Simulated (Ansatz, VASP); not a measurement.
**CsP2W2 in VASP and in Ansatz**

```
Cs P W
1.0
    -2.42119    2.42119    4.43343
     2.42119   -2.42119    4.43343
     2.42119    2.42119   -4.43343
Cs P W
1 2 2
Direct
  0.00000 0.00000 0.00000
  0.75000 0.25000 0.50000
  0.25000 0.75000 0.50000
  0.36556 0.36556 0.00000
  0.63444 0.63444 0.00000
```

Change from the starting cell: species swapped into the YbGe2Rh2 type (I4/mmm, No. 139).

Alike in both runs: functional PBE; k mesh 12 × 12 × 12; occupations gaussian, width 0.1 eV; no spin polarisation.

Ansatz relaxed the structure, and its values are those at the end. VASP's run is a single point on that final structure, the one shown.

|  | VASP | Ansatz |
| --- | --- | --- |
| version | VASP 6.6.1 | Ansatz 0.2.0 |
| potentials or method | VASP PAW PBE potentials, release 64 (Cs_sv, P, W_sv), cutoff 520 eV | scalar-relativistic, plane waves, PAW |
| valence electrons in the cell | 47 | 47 |

Ansatz gave:

| Property | Result |
| --- | --- |
| gap on the k mesh at the Fermi level (eV) | none |
| pressure (GPa) | 0.0 |
| rms of the force components (eV/Å) | 0.004 |

Task: Which values does VASP return?

Result: gap on the k mesh at the Fermi level (eV): none; pressure (GPa): 0.4; rms of the force components (eV/Å): 0.045.

A gap of «none» marks a metal or a gap that the smearing closes. With one functional, cell and mesh, what is left measures potentials, basis and numerics.

Spin-orbit coupling is off throughout.
